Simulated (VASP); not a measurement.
Eu: single point with PBEsol

The system is Eu.

```
CELL_PARAMETERS angstrom
-2.30300 2.30300 2.30300
2.30300 -2.30300 2.30300
2.30300 2.30300 -2.30300
ATOMIC_POSITIONS crystal
Eu 0.00000 0.00000 0.00000
```

* Program: VASP 6.6.1
* Task: single point
* Functional: PBEsol
* Potentials or basis: VASP PAW PBE potentials, release 64 (Eu)
* Cutoff: 520 eV
* k mesh: 7 × 7 × 7
* Occupations: fermi-dirac, width 0.05 eV
* Spin: collinear spin, ferromagnetic start
* Starting moments: [3.5] μB
* Fixed moment: 3.5 μB

```
Pressure                                              : -4.6 GPa
Net moment                                            : 3.50 μB per cell
Site moments                                          : Eu +5.33 μB
Valence electrons inside the program's atomic spheres : Eu 14.41
```

It took 97 s on 1 thread of Intel(R) Xeon(R) Platinum 8375C CPU @ 2.90GHz (Ice Lake), on a shared host, peak memory 0.21 GiB.

Caveat: the cell stands under tension; the PAW data sets were made with another functional, which shifts forces and pressure a little; the total moment is fixed, so each spin has its own Fermi level. The state reached can hang on the start; a lower one may exist.
